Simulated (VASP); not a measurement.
# Li2Rh (P-3m1) in VASP: single point with PBE

Aim: the single point of Li2Rh with PBE.

Everything below comes from runs of VASP 6.6.1. Logs are shortened: lines on timing, memory, paths and dates and some standing lists are left out, and cuts for length are marked.

## 1. The cell of the first run

The structure is trigonal, space group P-3m1 (No. 164). Conventional cell: a = 2.723 Å, b = 2.723 Å, c = 6.882 Å, α = 90.00°, β = 90.00°, γ = 120.00°. Li (site symmetry 3m) has 3 Rh at 2.60 Å and 9 Li at 2.72 to 3.16 Å within 3.4 Å. Rh (site symmetry -3m) has 6 Li at 2.60 Å and 6 Rh at 2.72 Å within 3.4 Å.

## 2. Single point, PBE

POSCAR

```
Li2Rh
1.0
    2.7225477159      0.0000000000      0.0000000000
   -1.3612738580      2.3577954850      0.0000000000
    0.0000000000      0.0000000000      6.8815440621
Li Rh
2 1
Direct
    0.3333333333      0.6666666667      0.3008299752
    0.6666666667      0.3333333333      0.6991700248
    0.0000000000      0.0000000000      0.0000000000
```

INCAR.step1

```
PREC     = Accurate       # precision mode
ENCUT    = 520            # plane-wave cutoff, eV
EDIFF    = 1E-7           # SCF threshold, eV
ISMEAR   = 0              # smearing method
SIGMA    = 0.1            # smearing width, eV
LREAL    = F              # projectors in reciprocal space
LASPH    = T              # aspherical terms in the spheres
NELM     = 100            # most SCF steps
ALGO     = Normal         # electronic algorithm
ISIF     = 2              # what is computed and relaxed
LWAVE    = F              # write WAVECAR
LCHARG   = T              # write CHGCAR
LMAXMIX  = 4              # l up to which the mixer works
GGA      = PE             # functional
NBANDS   = 18             # bands
```

KPOINTS.step1

```
Automatic mesh
0
Gamma
  21 21 8
```

INCAR.step2

```
PREC     = Accurate       # precision mode
ENCUT    = 520            # plane-wave cutoff, eV
EDIFF    = 1E-7           # SCF threshold, eV
ISMEAR   = -5             # smearing method
SIGMA    = 0.1            # smearing width, eV
LREAL    = F              # projectors in reciprocal space
LASPH    = T              # aspherical terms in the spheres
NELM     = 100            # most SCF steps
ALGO     = Normal         # electronic algorithm
ISIF     = 2              # what is computed and relaxed
LWAVE    = F              # write WAVECAR
LCHARG   = F              # write CHGCAR
LMAXMIX  = 4              # l up to which the mixer works
GGA      = PE             # functional
LORBIT   = 11             # projections on sites
NBANDS   = 18             # bands
NEDOS    = 2001           # points of the DOS
ICHARG   = 11             # starting density
```

KPOINTS.step2

```
Automatic mesh
0
Gamma
  32 32 12
```

Potentials or basis: VASP PAW PBE potentials, release 64 (Li_sv, Rh_pv).

Started as:

```console
$ cat potpaw_PBE.64/Li_sv/POTCAR potpaw_PBE.64/Rh_pv/POTCAR > POTCAR
$ cp INCAR.step1 INCAR
$ cp KPOINTS.step1 KPOINTS
$ mpirun -np 1 vasp_std > vasp.out
$ cp INCAR.step2 INCAR
$ cp KPOINTS.step2 KPOINTS
$ mpirun -np 1 vasp_std > vasp.out
```

OUTCAR:

```text
PREC = Accurate
   ENCUT = 520
   EDIFF = 1E-7
   ISMEAR = -5
   LREAL = F
   LASPH = T
   NELM = 100
   ISIF = 2
   GGA = PE
   LORBIT = 11
   ICHARG = 11

 ion  position               nearest neighbor table
   1  0.333  0.667  0.301-   3 2.60   3 2.60   3 2.60
   2  0.667  0.333  0.699-   3 2.60   3 2.60   3 2.60
   3  0.000  0.000  0.000-   1 2.60   2 2.60   2 2.60   1 2.60   2 2.60   1 2.60

  LATTYP: Found a hexagonal cell.
 ALAT       =     2.7225477159
 C/A-ratio  =     2.5276119210

  Lattice vectors:

 A1 = (   2.7225477159,   0.0000000000,   0.0000000000)
 A2 = (  -1.3612738580,   2.3577954850,   0.0000000000)
 A3 = (   0.0000000000,   0.0000000000,   6.8815440621)

Analysis of symmetry for initial positions (statically):
=====================================================================
 Subroutine PRICEL returns:
 Original cell was already a primitive cell.

 Routine SETGRP: Setting up the symmetry group for a
 hexagonal supercell.

 Subroutine GETGRP returns: Found 12 space group operations
 (whereof 12 operations were pure point group operations)
 out of a pool of 24 trial point group operations.

The static configuration has the point symmetry D_3d.

Analysis of symmetry for dynamics (positions and initial velocities):
=====================================================================
 Subroutine PRICEL returns:
 Original cell was already a primitive cell.

 Routine SETGRP: Setting up the symmetry group for a
 hexagonal supercell.

 Subroutine GETGRP returns: Found 12 space group operations
 (whereof 12 operations were pure point group operations)
 out of a pool of 24 trial point group operations.

The dynamic configuration has the point symmetry D_3d.

 Subroutine INISYM returns: Found 12 space group operations
 (whereof 12 operations are pure point group operations),
 and found     1 'primitive' translations

----------------------------------------------------------------------------------------

                                     Primitive cell

  volume of cell :      44.1741

  direct lattice vectors                    reciprocal lattice vectors
     2.722547716  0.000000000  0.000000000     0.367303021  0.212062498  0.000000000
    -1.361273858  2.357795485  0.000000000     0.000000000  0.424124996  0.000000000
     0.000000000  0.000000000  6.881544062     0.000000000  0.000000000  0.145316224

  length of vectors
     2.722547716  2.722547716  6.881544062     0.424124996  0.424124996  0.145316224

  position of ions in fractional coordinates (direct lattice)
     0.333333333  0.666666667  0.300829975
     0.666666667  0.333333333  0.699170025
     0.000000000  0.000000000  0.000000000

  ion indices of the primitive-cell ions
   primitive index   ion index
                 1           1
                 2           2
                 3           3

----------------------------------------------------------------------------------------

 KPOINTS: Automatic mesh

Automatic generation of k-mesh.
 Grid dimensions read from file:
 generate k-points for:   32   32   12

 Generating k-lattice:

  Cartesian coordinates                     Fractional coordinates (reciprocal lattice)
     0.011478219  0.006626953  0.000000000     0.031250000  0.000000000  0.000000000
     0.000000000  0.013253906  0.000000000     0.000000000  0.031250000  0.000000000
     0.000000000  0.000000000  0.012109685     0.000000000  0.000000000  0.083333333

  Length of vectors
     0.013253906  0.013253906  0.012109685

  Shift w.r.t. Gamma in fractional coordinates (k-lattice)
     0.000000000  0.000000000  0.000000000

 TETIRR: Found  18300 inequivalent tetrahedra from    73728

 Subroutine IBZKPT returns following result:
 ===========================================

 Found   1139 irreducible k-points:

 Following reciprocal coordinates:
            Coordinates               Weight
  0.000000  0.000000  0.000000      1.000000
  0.031250  0.000000  0.000000      6.000000
  0.062500  0.000000  0.000000      6.000000
  0.093750 -0.000000  0.000000      6.000000
  0.125000  0.000000  0.000000      6.000000
  0.156250 -0.000000  0.000000      6.000000
[... 16 lines left out ...]
  0.187500  0.031250  0.000000     12.000000
  0.218750  0.031250  0.000000     12.000000
 [... further k-points ...]
   k-points           NKPTS =   1139   k-points in BZ     NKDIM =   1139   number of bands    NBANDS=     18
   number of dos      NEDOS =   2001   number of ions     NIONS =      3
   total plane-waves  NPLWV =  21600
   dimension x,y,z NGX =    20 NGY =   20 NGZ =   54
   dimension x,y,z NGXF=    40 NGYF=   40 NGZF=  108
   ions per type =               2   1
   NGX,Y,Z   is equivalent  to a cutoff of  12.21, 12.21, 13.05 a.u.
   NGXF,Y,Z  is equivalent  to a cutoff of  24.43, 24.43, 26.09 a.u.
 SYSTEM =  unknown system
   PREC   = accura    normal or accurate (medium, high low for compatibility)
   ISTART =      0    job   : 0-new  1-cont  2-samecut
   ICHARG =     11    charge: 1-file 2-atom 10-const
   ISPIN  =      1    spin polarized calculation?
   LNONCOLLINEAR =      F non collinear calculations
   LSORBIT =      F    spin-orbit coupling
   LASPH  =      T    aspherical Exc in radial PAW
   ENCUT  =  520.0 eV  38.22 Ry    6.18 a.u.   5.06  5.06 12.80*2*pi/ulx,y,z
   NELM   =    100;   NELMIN=  2; NELMDL=  0     # of ELM steps
   EDIFF  = 0.1E-06   stopping-criterion for ELM
   LREAL  =      F    real-space projection
   EDIFFG = 0.1E-05   stopping-criterion for IOM
   NSW    =      0    number of steps for IOM
   IBRION =     -1    ionic relax: 0-MD 1-quasi-New 2-CG
   NFREE  =      0    steps in history (QN), initial steepest desc. (CG)
   ISIF   =      2    stress and relaxation
   ISYM   =      2    0-nonsym 1-usesym 2-fastsym
   POTIM  = 0.5000    time-step for ionic-motion
   TEBEG  =    0.0;   TEEND  =   0.0 temperature during run
   PSTRESS=    0.0 pullay stress
   NELECT =      21.0000    total number of electrons
   NUPDOWN=      -1.0000    fix difference up-down
   EMIN   =  10.00;   EMAX   =-10.00  energy-range for DOS
   EFERMI =   0.00;   METHOD = LEGACY
   ISMEAR =    -5;   SIGMA  =   0.10  broadening in eV -4-tet -1-fermi 0-gaus
   EFERMI_NEDOS =   21; number of points for ismear=-14 and -15
   IALGO  =     38    algorithm
   IMIX   =      4    mixing-type and parameters
     AMIX     =   0.40;   BMIX     =  1.00
     AMIX_MAG =   1.60;   BMIX_MAG =  1.00
  volume/ion in A,a.u.               =      14.72        99.37
  Fermi-wavevector in a.u.,A,eV,Ry     =   1.277690  2.414484 22.211391  1.632491
  Thomas-Fermi vector in A             =   2.410275
   LORBIT       =     11    0 simple, 1 ext, 2 COOP (PROOUT), +10 PAW based schemes
   GGA     = PE    functional components
   LHFCALC =     F    Hartree Fock is set to
   AEXX    =    0.0000 exact exchange contribution
   IVDW    =     0    specifies the selected vdW correction
   LEPSILON=     F    determine dielectric tensor
   LRPA    =     F    only Hartree local field effects (RPA)
 non-spin polarized calculation
 Fermi weights with tetrahedron method with Bloechl corrections
  energy-cutoff  :      520.00
  volume of cell :       44.17
 maximum number of plane-waves:      1206

 number of electron      20.9999991 magnetization

 Free energy of the ion-electron system (eV)
  ---------------------------------------------------
  ext. energy  EPLUGINS =         0.00000000
  ---------------------------------------------------
  free energy    TOTEN  =       -11.45015753 eV

  energy without entropy =      -11.45015753  energy(sigma->0) =      -11.45015753

 E-fermi :   4.3297     XC(G=0):  -9.7046

 val. band max:        4.3371760566   @ k =   0.4063   0.0937   0.1667
 cond. band min:       4.3298818875   @ k =   0.2500   0.1250   0.2500
 fundamental gap:     -0.0072941691
 Fermi energy:         4.3296511320

 k-point     1 :       0.0000    0.0000    0.0000
  band No.  band energies     occupation
      1     -41.4888      2.00000
      2     -41.4407      2.00000
      3     -41.2901      2.00000
      4     -41.2901      2.00000
      5     -41.1873      2.00000
      6      -1.2280      2.00000
[... 10 lines left out ...]
     17      21.4957      0.00000
     18      21.5591      0.00000

 k-point     2 :       0.0312    0.0000    0.0000
  band No.  band energies     occupation
      1     -41.4880      2.00000
      2     -41.4404      2.00000
      3     -41.2947      2.00000
      4     -41.2912      2.00000
      5     -41.1871      2.00000
      6      -1.1942      2.00000
[... 10 lines left out ...]
     17      21.1888      0.00000
     18      21.5819      0.00000

 k-point     3 :       0.0625    0.0000    0.0000
  band No.  band energies     occupation
      1     -41.4855      2.00000
      2     -41.4400      2.00000
      3     -41.3082      2.00000
      4     -41.2947      2.00000
      5     -41.1864      2.00000
      6      -1.0942      2.00000
[... 10 lines left out ...]
     17      20.7360      0.00000
     18      21.4586      0.00000

 k-point     4 :       0.0938   -0.0000    0.0000
  band No.  band energies     occupation
      1     -41.4813      2.00000
      2     -41.4396      2.00000
      3     -41.3296      2.00000
      4     -41.3002      2.00000
      5     -41.1854      2.00000
      6      -0.9319      2.00000
[... 10 lines left out ...]
     17      20.2211      0.00000
     18      21.0560      0.00000

 k-point     5 :       0.1250    0.0000    0.0000
  band No.  band energies     occupation
      1     -41.4758      2.00000
      2     -41.4408      2.00000
      3     -41.3567      2.00000
      4     -41.3077      2.00000
      5     -41.1840      2.00000
      6      -0.7155      2.00000
[... 10 lines left out ...]
     17      19.6882      0.00000
     18      20.3889      0.00000

 k-point     6 :       0.1563   -0.0000    0.0000
  band No.  band energies     occupation
      1     -41.4694      2.00000
      2     -41.4474      2.00000
      3     -41.3841      2.00000
      4     -41.3168      2.00000
      5     -41.1823      2.00000
      6      -0.4584      2.00000
[... 307 lines left out ...]
 k-point    21 :       0.1250    0.0312    0.0000
  band No.  band energies     occupation
      1     -41.4721      2.00000
      2     -41.4434      2.00000
      3     -41.3729      2.00000
      4     -41.3133      2.00000
      5     -41.1830      2.00000
      6      -0.5672      2.00000
[... 10 lines left out ...]
     17      19.1965      0.00000
     18      20.0670      0.00000

 k-point    22 :       0.1563    0.0312    0.0000
  band No.  band energies     occupation
      1     -41.4662      2.00000
      2     -41.4562      2.00000
      3     -41.3953      2.00000
      4     -41.3233      2.00000
      5     -41.1812      2.00000
      6      -0.2971      2.00000
[... 10 lines left out ...]
     17      18.6402      0.00000
     18      19.3882      0.00000

 k-point    23 :       0.1875    0.0312    0.0000
  band No.  band energies     occupation
      1     -41.4898      2.00000
      2     -41.4557      2.00000
      3     -41.4044      2.00000
      4     -41.3343      2.00000
      5     -41.1793      2.00000
      6      -0.0252      2.00000
[... 10 lines left out ...]
     17      18.0731      0.00000
     18      18.7548      0.00000

 k-point    24 :       0.2188    0.0312    0.0000
  band No.  band energies     occupation
      1     -41.5312      2.00000
      2     -41.4473      2.00000
      3     -41.4055      2.00000
      4     -41.3460      2.00000
      5     -41.1773      2.00000
      6       0.2013      2.00000
[... 10 lines left out ...]
     17      17.5152      0.00000
     18      18.2068      0.00000

 [... further k-points ...]

------------------------ aborting loop because EDIFF is reached ----------------------------------------

  FORCE on cell =-STRESS in cart. coord.  units (eV):
  Direction    XX          YY          ZZ          XY          YZ          ZX
  --------------------------------------------------------------------------------------
  -------------------------------------------------------------------------------------
  Total        0.0418095      0.0418095     -0.2659082     -0.0000000      0.0000000      0.0000000
  in kB        1.5164144      1.5164144     -9.6443922     -0.0000000      0.0000000      0.0000000
  external PRESSURE =      -2.2038545 kB  Pullay stress =       0.0000000 kB

 VOLUME and BASIS-vectors are now :
 -----------------------------------------------------------------------------
  energy-cutoff  :      520.00
  volume of cell :       44.17
      direct lattice vectors                 reciprocal lattice vectors
     2.722547716  0.000000000  0.000000000     0.367303021  0.212062498  0.000000000
    -1.361273858  2.357795485  0.000000000     0.000000000  0.424124996  0.000000000
     0.000000000  0.000000000  6.881544062     0.000000000  0.000000000  0.145316224

 POSITION                                       TOTAL-FORCE (eV/Angst)
 -----------------------------------------------------------------------------------
     -0.00000      1.57186      2.07017        -0.000000      0.000000     -0.003004
      1.36127      0.78593      4.81137         0.000000     -0.000000      0.003004
      0.00000      0.00000      0.00000        -0.000000      0.000000      0.000000
 -----------------------------------------------------------------------------------
    total drift:                                0.000000     -0.000000      0.000000

  FREE ENERGIE OF THE ION-ELECTRON SYSTEM (eV)
  ---------------------------------------------------
  free  energy   TOTEN  =       -11.4501575253 eV

  energy  without entropy=      -11.4501575253  energy(sigma->0) =      -11.45015753

 total charge

# of ion       s       p       d       tot
------------------------------------------
    1        2.040   0.066   0.000   2.106
    2        2.040   0.066   0.000   2.106
    3        0.422   6.199   7.150  13.771
--------------------------------------------------
tot          4.502   6.332   7.150  17.984
```

It took 4.9 min on 1 thread of Intel Xeon 6975P-C (Granite Rapids), shared host; peak memory 0.86 GiB.

What came out:

```yaml
Valence_electrons_inside_the_program's_atomic_spheres: Li 2.11; Rh 13.77
```

Caveat: the cutoff is under 1.25 times the usual one of these potentials, so pressure, stress and relaxed cells hold a basis-set (Pulay) error; tetrahedron occupations give inexact forces and stress in metals.
